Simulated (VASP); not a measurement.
# Nb (Pm-3m) in VASP: notebook

Nb is run at these levels: PBE; tasks: single point.

All numbers are computed with VASP 6.6.1; they aren't measurements. Logs are shortened: lines on timing, memory, paths and dates and some standing lists are left out, and cuts for length are marked.

### Step 1. The cell of the first run

It takes space group Pm-3m (No. 221, cubic). Conventional cell: a = 2.506 Å, b = 2.506 Å, c = 2.506 Å, α = 90.00°, β = 90.00°, γ = 90.00°. Within 3.3 Å of Nb (site symmetry m-3m) lie 6 Nb at 2.51 Å.

### Step 2. Single point, PBE (volume scaled by 0.78)

INCAR

```
ALGO     = Normal         # electronic algorithm
EDIFF    = 1E-7           # SCF threshold, eV
ENCUT    = 520            # plane-wave cutoff, eV
GGA      = PE             # functional
ISIF     = 2              # what is computed and relaxed
ISMEAR   = -1             # smearing method
LASPH    = T              # aspherical terms in the spheres
LCHARG   = T              # write CHGCAR
LELF     = T              # ELF
LREAL    = F              # projectors in reciprocal space
LVHAR    = T            
LWAVE    = F              # write WAVECAR
NBANDS   = 12             # bands
NELM     = 80             # most SCF steps
PREC     = Accurate       # precision mode
SIGMA    = 0.1            # smearing width, eV
```

KPOINTS

```
k-points
0
Gamma
  16 16 16
```

POSCAR

```
Nb
1.0
    2.5055859325      0.0000000000      0.0000000000
    0.0000000000      2.5055859325      0.0000000000
    0.0000000000      0.0000000000      2.5055859325
Nb
1
Direct
    0.0000000000      0.0000000000      0.0000000000
```

Potentials or basis: VASP PAW PBE potentials, release 64 (Nb_sv).

On the command line:

```console
$ cat potpaw_PBE.64/Nb_sv/POTCAR > POTCAR
$ mpirun -np 1 vasp_std > vasp.out
```

OUTCAR:

```text
EDIFF = 1E-7
   ENCUT = 520
   GGA = PE
   ISIF = 2
   ISMEAR = -1
   LASPH = T
   LREAL = F
   NELM = 80
   PREC = Accurate

 ion  position               nearest neighbor table
   1  0.000  0.000  0.000-

  LATTYP: Found a simple cubic cell.
 ALAT       =     2.5055859325

  Lattice vectors:

 A1 = (   2.5055859325,   0.0000000000,   0.0000000000)
 A2 = (   0.0000000000,   2.5055859325,   0.0000000000)
 A3 = (   0.0000000000,   0.0000000000,   2.5055859325)

Analysis of symmetry for initial positions (statically):
=====================================================================
 Subroutine PRICEL returns:
 Original cell was already a primitive cell.

 Routine SETGRP: Setting up the symmetry group for a
 simple cubic supercell.

 Subroutine GETGRP returns: Found 48 space group operations
 (whereof 48 operations were pure point group operations)
 out of a pool of 48 trial point group operations.

The static configuration has the point symmetry O_h .

Analysis of symmetry for dynamics (positions and initial velocities):
=====================================================================
 Subroutine PRICEL returns:
 Original cell was already a primitive cell.

 Routine SETGRP: Setting up the symmetry group for a
 simple cubic supercell.

 Subroutine GETGRP returns: Found 48 space group operations
 (whereof 48 operations were pure point group operations)
 out of a pool of 48 trial point group operations.

The dynamic configuration has the point symmetry O_h .

 Subroutine INISYM returns: Found 48 space group operations
 (whereof 48 operations are pure point group operations),
 and found     1 'primitive' translations

----------------------------------------------------------------------------------------

                                     Primitive cell

  volume of cell :      15.7300

  direct lattice vectors                    reciprocal lattice vectors
     2.505585932  0.000000000  0.000000000     0.399108243  0.000000000  0.000000000
     0.000000000  2.505585932  0.000000000     0.000000000  0.399108243  0.000000000
     0.000000000  0.000000000  2.505585932     0.000000000  0.000000000  0.399108243

  length of vectors
     2.505585932  2.505585932  2.505585932     0.399108243  0.399108243  0.399108243

  position of ions in fractional coordinates (direct lattice)
     0.000000000  0.000000000  0.000000000

  ion indices of the primitive-cell ions
   primitive index   ion index
                 1           1
[... 73 lines left out ...]
   LREAL  =      F    real-space projection
   EDIFFG = 0.1E-05   stopping-criterion for IOM
   NSW    =      0    number of steps for IOM
   IBRION =     -1    ionic relax: 0-MD 1-quasi-New 2-CG
   NFREE  =      0    steps in history (QN), initial steepest desc. (CG)
   ISIF   =      2    stress and relaxation
   ISYM   =      2    0-nonsym 1-usesym 2-fastsym
   POTIM  = 0.5000    time-step for ionic-motion
   TEBEG  =    0.0;   TEEND  =   0.0 temperature during run
   PSTRESS=    0.0 pullay stress
   NELECT =      13.0000    total number of electrons
   NUPDOWN=      -1.0000    fix difference up-down
   EMIN   =  10.00;   EMAX   =-10.00  energy-range for DOS
   EFERMI =   0.00;   METHOD = LEGACY
   ISMEAR =    -1;   SIGMA  =   0.10  broadening in eV -4-tet -1-fermi 0-gaus
   EFERMI_NEDOS =   21; number of points for ismear=-14 and -15
   IALGO  =     38    algorithm
   IMIX   =      4    mixing-type and parameters
     AMIX     =   0.40;   BMIX     =  1.00
     AMIX_MAG =   1.60;   BMIX_MAG =  1.00
  volume/ion in A,a.u.               =      15.73       106.15
  Fermi-wavevector in a.u.,A,eV,Ry     =   1.536314  2.903212 32.113295  2.360261
  Thomas-Fermi vector in A             =   2.642980
   LORBIT       =      0    0 simple, 1 ext, 2 COOP (PROOUT), +10 PAW based schemes
   GGA     = PE    functional components
   LHFCALC =     F    Hartree Fock is set to
   AEXX    =    0.0000 exact exchange contribution
   IVDW    =     0    specifies the selected vdW correction
   LEPSILON=     F    determine dielectric tensor
   LRPA    =     F    only Hartree local field effects (RPA)
 non-spin polarized calculation
  energy-cutoff  :      520.00
  volume of cell :       15.73
 maximum number of plane-waves:       445
 NGX is ok and might be reduce to    20
   NGX =  9   NGY =  9   NGZ =  9

 number of electron      13.0000002 magnetization

 Free energy of the ion-electron system (eV)
  ---------------------------------------------------
  ext. energy  EPLUGINS =         0.00000000
  ---------------------------------------------------
  free energy    TOTEN  =        -8.66844603 eV

  energy without entropy =       -8.63204351  energy(sigma->0) =       -8.65024477

 E-fermi :  13.3455     XC(G=0): -13.0991

 val. band max:       13.3427735990   @ k =   0.3750   0.1875   0.1250
 cond. band min:      13.3521353244   @ k =   0.3125   0.1875   0.1250
 fundamental gap:      0.0093617254
 Fermi energy:        13.3455263871

 k-point     1 :       0.0000    0.0000    0.0000
  band No.  band energies     occupation
      1     -41.4346      2.00000
      2     -15.9734      2.00000
      3     -15.9734      2.00000
      4     -15.9734      2.00000
      5       7.3029      2.00000
      6       9.4424      2.00000
      7       9.4424      2.00000
      8      20.0869      0.00000
      9      20.0869      0.00000
     10      20.0869      0.00000
     11      30.2398      0.00000
     12      30.2398      0.00000
[... 331 lines left out ...]
 k-point    24 :       0.5000    0.1250    0.0000
  band No.  band energies     occupation
      1     -40.9312      2.00000
      2     -18.7140      2.00000
      3     -16.1224      2.00000
      4     -15.6570      2.00000
      5      10.8791      2.00000
      6      11.8506      2.00000
      7      12.1887      1.99998
      8      15.5889      0.00000
      9      17.2736      0.00000
     10      19.7811      0.00000
     11      26.0524      0.00000
     12      28.4315      0.00000

 [... further k-points ...]
[... 5 lines left out ...]
  --------------------------------------------------------------------------------------
  -------------------------------------------------------------------------------------
  Total        5.0503571      5.0503571      5.0503571      0.0000000     -0.0000000      0.0000000
  in kB      514.4045070    514.4045070    514.4045070      0.0000000     -0.0000000      0.0000000
  external PRESSURE =     514.4045070 kB  Pullay stress =       0.0000000 kB

 VOLUME and BASIS-vectors are now :
 -----------------------------------------------------------------------------
  energy-cutoff  :      520.00
  volume of cell :       15.73
      direct lattice vectors                 reciprocal lattice vectors
     2.505585932  0.000000000  0.000000000     0.399108243  0.000000000  0.000000000
     0.000000000  2.505585932  0.000000000     0.000000000  0.399108243  0.000000000
     0.000000000  0.000000000  2.505585932     0.000000000  0.000000000  0.399108243

 POSITION                                       TOTAL-FORCE (eV/Angst)
 -----------------------------------------------------------------------------------
      0.00000      0.00000      0.00000         0.000000      0.000000      0.000000
 -----------------------------------------------------------------------------------
    total drift:                               -0.000000      0.000000      0.000000

  FREE ENERGIE OF THE ION-ELECTRON SYSTEM (eV)
  ---------------------------------------------------
  free  energy   TOTEN  =        -8.6684460336 eV

  energy  without entropy=       -8.6320435110  energy(sigma->0) =       -8.65024477
```

Wall time 25 s (1 thread of Intel Xeon Platinum 8259CL at 2.50GHz (Skylake/Cascade Lake), shared host); peak memory 0.15 GiB.

Results:

* Free energy: -8.6684 eV
* Pressure: 51.4 GPa

Levels at points of the mesh, in eV from the Fermi level:
| k point | band 3 | band 4 | band 5 | band 6 | band 7 | band 8 | band 9 | band 10 | band 11 | band 12 |
| --- | --- | --- | --- | --- | --- | --- | --- | --- | --- | --- |
| (0.00, 0.00, 0.00) | -29.32 | -29.32 | -6.04 | -3.90 | -3.90 | 6.74 | 6.74 | 6.74 | 16.89 | 16.89 |
| (0.50, 0.00, 0.00) | -29.04 | -29.04 | -2.69 | -2.60 | 1.06 | 2.11 | 2.11 | 7.24 | 12.89 | 13.93 |
| (0.50, 0.50, 0.00) | -31.66 | -28.78 | -5.83 | -1.16 | 3.10 | 3.10 | 7.48 | 7.48 | 9.81 | 16.45 |
| (0.50, 0.50, 0.50) | -31.26 | -31.26 | -3.73 | -3.73 | -3.73 | 6.93 | 10.16 | 10.16 | 16.30 | 16.30 |

### Step 3. Single point, PBE (volume scaled by 0.88)

INCAR

```
SYSTEM = Nb
PREC = Accurate
ENCUT = 520
EDIFF = 1E-6
ISMEAR = -1
SIGMA = 0.1
LREAL = .False.
LASPH = .True.
NELM = 100
ALGO = Normal
ISIF = 2
LWAVE = .False.
LCHARG = .False.
GGA = PE
NBANDS = 12
```

KPOINTS

```
Automatic mesh
0
Gamma
  16 16 16
  0 0 0
```

POSCAR

```
Nb
1.0
    2.6083867888      0.0000000000      0.0000000000
    0.0000000000      2.6083867888      0.0000000000
    0.0000000000      0.0000000000      2.6083867888
Nb
1
Direct
    0.0000000000      0.0000000000      0.0000000000
```

Potentials or basis: VASP PAW PBE potentials, release 64 (Nb_sv).

On the command line:

```console
$ cat potpaw_PBE.64/Nb_sv/POTCAR > POTCAR
$ mpirun -np 1 vasp_std > vasp.out
```

Run time: 20 s. Hardware: 1 thread of Intel Xeon Platinum 8259CL at 2.50GHz (Skylake/Cascade Lake), shared host; peak memory 0.14 GiB.

The run converged. Its results:

* Free energy: -9.1082 eV
* Pressure: 20.9 GPa

Levels at points of the mesh, in eV from the Fermi level:
```
           k point  band 5  band 6  band 7  band 8  band 9  band 10
(0.00, 0.00, 0.00)   -5.82   -3.26   -3.26    5.93    5.93     5.93
(0.50, 0.00, 0.00)   -2.54   -2.21    0.79    2.05    2.05     6.34
(0.50, 0.50, 0.00)   -4.84   -1.06    2.87    2.87    6.62     6.62
(0.50, 0.50, 0.50)   -3.01   -3.01   -3.01    7.24    8.80     8.80
```
